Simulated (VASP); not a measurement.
# CaAuI3 (P4/mbm) in VASP: notebook

The runs below take CaAuI3 through single point, with PBE.

Program: VASP 6.6.1. These are calculated values, not measurements. Logs are shortened: lines on timing, memory, paths and dates and some standing lists are left out, and cuts for length are marked.

## 1. The cell of the first run

The structure is tetragonal, space group P4/mbm (No. 127). Conventional cell: a = 7.684 Å, b = 7.684 Å, c = 5.434 Å, α = 90.00°, β = 90.00°, γ = 90.00°. Ca (site symmetry mmm) has 12 I at 3.59 to 4.11 Å and 8 Au at 4.71 Å within 4.8 Å. Au (site symmetry 4/m) has 6 I at 2.72 to 2.74 Å within 3.6 Å. I (site symmetry m2m) has 2 Au at 2.74 Å and 2 Ca at 3.59 Å within 3.6 Å. Within 3.6 Å of I (site symmetry 4/m) lie 2 Au at 2.72 Å.

## 2. Single point, PBE

The input, INCAR:

```
SYSTEM = CaAuI3
PREC = Accurate
ENCUT = 520
EDIFF = 1E-6
ISMEAR = 0
SIGMA = 0.1
LREAL = .False.
LASPH = .True.
NELM = 100
ALGO = Normal
ISIF = 2
LWAVE = .False.
LCHARG = .False.
GGA = PE
NBANDS = 53
```

The input, KPOINTS:

```
regular mesh
0
Gamma
  2 2 4
  0 0 0
```

The input, POSCAR:

```
CaAuI3
1.0
    7.6844280200      0.0000000000      0.0000000000
    0.0000000000      7.6844280200      0.0000000000
    0.0000000000      0.0000000000      5.4337111600
Ca Au I
2 2 6
Direct
    0.0000000000      0.5000000000      0.5000000000
    0.5000000000      0.0000000000      0.5000000000
    0.5000000000      0.5000000000      0.0000000000
    0.0000000000      0.0000000000      0.0000000000
    0.7834222800      0.2834222800      0.0000000000
    0.7165777200      0.7834222800      0.0000000000
    0.5000000000      0.5000000000      0.5000000000
    0.2165777200      0.7165777200      0.0000000000
    0.2834222800      0.2165777200      0.0000000000
    0.0000000000      0.0000000000      0.5000000000
```

Potentials or basis: VASP PAW PBE potentials, release 64 (Ca_sv, Au, I).

On the command line:

```console
> cat potpaw_PBE.64/Ca_sv/POTCAR potpaw_PBE.64/Au/POTCAR potpaw_PBE.64/I/POTCAR > POTCAR
> mpirun -np 1 vasp_std > vasp.out
```

OUTCAR:

```text
SYSTEM = CaAuI3
   PREC = Accurate
   ENCUT = 520
   EDIFF = 1E-6
   ISMEAR = 0
   LREAL = .False.
   LASPH = .True.
   NELM = 100
   ISIF = 2
   GGA = PE

 ion  position               nearest neighbor table
   1  0.000  0.500  0.500-
   2  0.500  0.000  0.500-
   3  0.500  0.500  0.000-   7 2.72   7 2.72   5 2.74   8 2.74   9 2.74   6 2.74
   4  0.000  0.000  0.000-  10 2.72  10 2.72   8 2.74   9 2.74   5 2.74   6 2.74
   5  0.783  0.283  0.000-   3 2.74   4 2.74
   6  0.717  0.783  0.000-   3 2.74   4 2.74
   7  0.500  0.500  0.500-   3 2.72   3 2.72
   8  0.217  0.717  0.000-   3 2.74   4 2.74
   9  0.283  0.217  0.000-   3 2.74   4 2.74
  10  0.000  0.000  0.500-   4 2.72   4 2.72

  LATTYP: Found a simple tetragonal cell.
 ALAT       =     7.6844280200
 C/A-ratio  =     0.7071067809

  Lattice vectors:

 A1 = (   7.6844280200,   0.0000000000,   0.0000000000)
 A2 = (   0.0000000000,   7.6844280200,   0.0000000000)
 A3 = (   0.0000000000,   0.0000000000,   5.4337111600)

Analysis of symmetry for initial positions (statically):
=====================================================================
 Subroutine PRICEL returns:
 Original cell was already a primitive cell.

 Routine SETGRP: Setting up the symmetry group for a
 simple tetragonal supercell.

 Subroutine GETGRP returns: Found 16 space group operations
 (whereof  8 operations were pure point group operations)
 out of a pool of 16 trial point group operations.

The static configuration has the point symmetry C_4h.
 The point group associated with its full space group is D_4h.

Analysis of symmetry for dynamics (positions and initial velocities):
=====================================================================
 Subroutine PRICEL returns:
 Original cell was already a primitive cell.

 Routine SETGRP: Setting up the symmetry group for a
 simple tetragonal supercell.

 Subroutine GETGRP returns: Found 16 space group operations
 (whereof  8 operations were pure point group operations)
 out of a pool of 16 trial point group operations.

The dynamic configuration has the point symmetry C_4h.
 The point group associated with its full space group is D_4h.

 Subroutine INISYM returns: Found 16 space group operations
 (whereof  8 operations are pure point group operations),
 and found     1 'primitive' translations

----------------------------------------------------------------------------------------

                                     Primitive cell

  volume of cell :     320.8630

  direct lattice vectors                    reciprocal lattice vectors
     7.684428020  0.000000000  0.000000000     0.130133303  0.000000000  0.000000000
     0.000000000  7.684428020  0.000000000     0.000000000  0.130133303  0.000000000
     0.000000000  0.000000000  5.433711160     0.000000000  0.000000000  0.184036282

  length of vectors
     7.684428020  7.684428020  5.433711160     0.130133303  0.130133303  0.184036282

  position of ions in fractional coordinates (direct lattice)
     0.000000000  0.500000000  0.500000000
     0.500000000  0.000000000  0.500000000
     0.500000000  0.500000000  0.000000000
     0.000000000  0.000000000  0.000000000
     0.783422280  0.283422280  0.000000000
     0.716577720  0.783422280  0.000000000
     0.500000000  0.500000000  0.500000000
     0.216577720  0.716577720  0.000000000
     0.283422280  0.216577720  0.000000000
     0.000000000  0.000000000  0.500000000

  ion indices of the primitive-cell ions
   primitive index   ion index
                 1           1
                 2           2
                 3           3
                 4           4
                 5           5
                 6           6
                 7           7
                 8           8
                 9           9
                10          10

----------------------------------------------------------------------------------------

 KPOINTS: regular mesh

Automatic generation of k-mesh.
 Grid dimensions read from file:
 generate k-points for:    2    2    4

 Generating k-lattice:

  Cartesian coordinates                     Fractional coordinates (reciprocal lattice)
     0.065066652  0.000000000  0.000000000     0.500000000  0.000000000  0.000000000
     0.000000000  0.065066652  0.000000000     0.000000000  0.500000000  0.000000000
     0.000000000  0.000000000  0.046009071     0.000000000  0.000000000  0.250000000

  Length of vectors
     0.065066652  0.065066652  0.046009071

  Shift w.r.t. Gamma in fractional coordinates (k-lattice)
     0.000000000  0.000000000  0.000000000

 Subroutine IBZKPT returns following result:
 ===========================================

 Found      9 irreducible k-points:

 Following reciprocal coordinates:
            Coordinates               Weight
  0.000000  0.000000  0.000000      1.000000
  0.500000  0.000000  0.000000      2.000000
  0.500000  0.500000  0.000000      1.000000
  0.000000  0.000000  0.250000      2.000000
  0.500000  0.000000  0.250000      4.000000
  0.500000  0.500000  0.250000      2.000000
  0.000000  0.000000  0.500000      1.000000
  0.500000  0.000000  0.500000      2.000000
  0.500000  0.500000  0.500000      1.000000
   k-points           NKPTS =      9   k-points in BZ     NKDIM =      9   number of bands    NBANDS=     53
   number of dos      NEDOS =    301   number of ions     NIONS =     10
   total plane-waves  NPLWV = 144000
   dimension x,y,z NGX =    60 NGY =   60 NGZ =   40
   dimension x,y,z NGXF=   120 NGYF=  120 NGZF=   80
   ions per type =               2   2   6
   NGX,Y,Z   is equivalent  to a cutoff of  12.98, 12.98, 12.24 a.u.
   NGXF,Y,Z  is equivalent  to a cutoff of  25.96, 25.96, 24.48 a.u.
 SYSTEM =  CaAuI3
   PREC   = accura    normal or accurate (medium, high low for compatibility)
   ISTART =      0    job   : 0-new  1-cont  2-samecut
   ICHARG =      2    charge: 1-file 2-atom 10-const
   ISPIN  =      1    spin polarized calculation?
   LNONCOLLINEAR =      F non collinear calculations
   LSORBIT =      F    spin-orbit coupling
   LASPH  =      T    aspherical Exc in radial PAW
   ENCUT  =  520.0 eV  38.22 Ry    6.18 a.u.  14.29 14.29 10.10*2*pi/ulx,y,z
   NELM   =    100;   NELMIN=  2; NELMDL= -5     # of ELM steps
   EDIFF  = 0.1E-05   stopping-criterion for ELM
   LREAL  =      F    real-space projection
   EDIFFG = 0.1E-04   stopping-criterion for IOM
   NSW    =      0    number of steps for IOM
   IBRION =     -1    ionic relax: 0-MD 1-quasi-New 2-CG
   NFREE  =      0    steps in history (QN), initial steepest desc. (CG)
   ISIF   =      2    stress and relaxation
   ISYM   =      2    0-nonsym 1-usesym 2-fastsym
   POTIM  = 0.5000    time-step for ionic-motion
   TEBEG  =    0.0;   TEEND  =   0.0 temperature during run
   PSTRESS=    0.0 pullay stress
   NELECT =      84.0000    total number of electrons
   NUPDOWN=      -1.0000    fix difference up-down
   EMIN   =  10.00;   EMAX   =-10.00  energy-range for DOS
   EFERMI =   0.00;   METHOD = LEGACY
   ISMEAR =     0;   SIGMA  =   0.10  broadening in eV -4-tet -1-fermi 0-gaus
   EFERMI_NEDOS =   21; number of points for ismear=-14 and -15
   IALGO  =     38    algorithm
   IMIX   =      4    mixing-type and parameters
     AMIX     =   0.40;   BMIX     =  1.00
     AMIX_MAG =   1.60;   BMIX_MAG =  1.00
  volume/ion in A,a.u.               =      32.09       216.53
  Fermi-wavevector in a.u.,A,eV,Ry     =   1.047277  1.979066 14.922709  1.096788
  Thomas-Fermi vector in A             =   2.182150
   LORBIT       =      0    0 simple, 1 ext, 2 COOP (PROOUT), +10 PAW based schemes
   GGA     = PE    functional components
   LHFCALC =     F    Hartree Fock is set to
   AEXX    =    0.0000 exact exchange contribution
   IVDW    =     0    specifies the selected vdW correction
   LEPSILON=     F    determine dielectric tensor
   LRPA    =     F    only Hartree local field effects (RPA)
 non-spin polarized calculation
 Gauss-broadening in eV      SIGMA  =   0.10
  energy-cutoff  :      520.00
  volume of cell :      320.86
 maximum number of plane-waves:      8709
 NGX is ok and might be reduce to    60
   NGX = 29   NGY = 29   NGZ = 21

 number of electron      83.9999996 magnetization

 Free energy of the ion-electron system (eV)
  ---------------------------------------------------
  ext. energy  EPLUGINS =         0.00000000
  ---------------------------------------------------
  free energy    TOTEN  =       -23.58755765 eV

  energy without entropy =      -23.57035792  energy(sigma->0) =      -23.57895779

 E-fermi :   6.2898     XC(G=0):  -9.0255

 val. band max:        6.2776293078   @ k =   0.0000   0.0000   0.0000
 cond. band min:       6.4944556714   @ k =   0.0000   0.0000   0.2500
 fundamental gap:      0.2168263636
 Fermi energy:         6.2897546685

 k-point     1 :       0.0000    0.0000    0.0000
  band No.  band energies     occupation
      1     -37.7629      2.00000
      2     -37.7628      2.00000
      3     -18.7254      2.00000
      4     -18.7254      2.00000
      5     -18.6856      2.00000
      6     -18.6853      2.00000
[... 45 lines left out ...]
     52       7.9315      0.00000
     53       8.1045      0.00000

 k-point     2 :       0.5000    0.0000    0.0000
  band No.  band energies     occupation
      1     -37.7628      2.00000
      2     -37.7628      2.00000
      3     -18.7254      2.00000
      4     -18.7254      2.00000
      5     -18.6854      2.00000
      6     -18.6854      2.00000
[... 45 lines left out ...]
     52       7.8052      0.00000
     53       7.9152      0.00000
[... 334 lines left out ...]
     52       7.8226      0.00000
     53       8.0779      0.00000

 k-point     9 :       0.5000    0.5000    0.5000
  band No.  band energies     occupation
      1     -37.7628      2.00000
      2     -37.7628      2.00000
      3     -18.7253      2.00000
      4     -18.7253      2.00000
      5     -18.6873      2.00000
      6     -18.6873      2.00000
[... 45 lines left out ...]
     52       8.0434      0.00000
     53       8.5734      0.00000

------------------------ aborting loop because EDIFF is reached ----------------------------------------

  FORCE on cell =-STRESS in cart. coord.  units (eV):
  Direction    XX          YY          ZZ          XY          YZ          ZX
  --------------------------------------------------------------------------------------
  -------------------------------------------------------------------------------------
  Total       11.7195963     11.7195963     14.3087501      0.0000000      0.0000000     -0.0000000
  in kB       58.5199024     58.5199024     71.4484217      0.0000000      0.0000000     -0.0000000
  external PRESSURE =      62.8294088 kB  Pullay stress =       0.0000000 kB

 VOLUME and BASIS-vectors are now :
 -----------------------------------------------------------------------------
  energy-cutoff  :      520.00
  volume of cell :      320.86
      direct lattice vectors                 reciprocal lattice vectors
     7.684428020  0.000000000  0.000000000     0.130133303  0.000000000  0.000000000
     0.000000000  7.684428020  0.000000000     0.000000000  0.130133303  0.000000000
     0.000000000  0.000000000  5.433711160     0.000000000  0.000000000  0.184036282

 POSITION                                       TOTAL-FORCE (eV/Angst)
 -----------------------------------------------------------------------------------
      0.00000      3.84221      2.71686         0.000000      0.000000      0.000000
      3.84221      0.00000      2.71686         0.000000      0.000000      0.000000
      3.84221      3.84221      0.00000         0.000000      0.000000      0.000000
      0.00000      0.00000      0.00000         0.000000      0.000000      0.000000
      6.02015      2.17794      0.00000         0.444194      0.444194      0.000000
      5.50649      6.02015      0.00000        -0.444194      0.444194      0.000000
      3.84221      3.84221      2.71686         0.000000      0.000000      0.000000
      1.66428      5.50649      0.00000        -0.444194     -0.444194      0.000000
      2.17794      1.66428      0.00000         0.444194     -0.444194     -0.000000
      0.00000      0.00000      2.71686         0.000000      0.000000      0.000000
 -----------------------------------------------------------------------------------
    total drift:                               -0.000000      0.000000     -0.000000

  FREE ENERGIE OF THE ION-ELECTRON SYSTEM (eV)
  ---------------------------------------------------
  free  energy   TOTEN  =       -23.5875576531 eV

  energy  without entropy=      -23.5703579202  energy(sigma->0) =      -23.57895779
```

Wall time 6.4 min (1 thread of Intel Xeon 8259CL, shared host); peak memory 0.44 GiB.

What came out:

```
Free energy            : -23.5876 eV
Pressure               : 6.3 GPa
Largest force          : 0.628 eV/Å
Band gap on the k mesh : zero (bands 42 and 43 overlap by 0.56 eV)
```

Forces in eV/Å, atoms in the order of the input:
```
Ca   0.000  0.000  0.000
Ca   0.000  0.000  0.000
Au   0.000  0.000  0.000
Au   0.000  0.000  0.000
I    0.444  0.444  0.000
I   -0.444  0.444  0.000
I    0.000  0.000  0.000
I   -0.444 -0.444  0.000
I    0.444 -0.444  0.000
I    0.000  0.000  0.000
```

Levels at points of the mesh, in eV from the Fermi level:
| k point | band 40 | band 41 | band 42 | band 43 | band 44 | band 45 |
| --- | --- | --- | --- | --- | --- | --- |
| (0.00, 0.00, 0.00) | -2.70 | -2.70 | -1.33 | -0.01 | 0.26 | 0.48 |
| (0.50, 0.00, 0.00) | -2.93 | -1.50 | -1.50 | -0.02 | -0.02 | 1.05 |
| (0.50, 0.50, 0.00) | -2.94 | -2.65 | -2.65 | 0.98 | 0.98 | 1.02 |
| (0.00, 0.00, 0.50) | -2.02 | -0.41 | 0.43 | 0.73 | 0.92 | 0.92 |
| (0.50, 0.00, 0.50) | -1.66 | -0.81 | -0.81 | 0.65 | 0.65 | 1.14 |
| (0.50, 0.50, 0.50) | -2.29 | 0.54 | 0.54 | 0.93 | 0.93 | 1.09 |

Caveat: the k points lie up to 0.41 Å⁻¹ apart, too coarse for converged energies and pressures of a metal; spin-orbit coupling is left out, which moves the levels of the heavy elements.

[end of part 1 of 2]
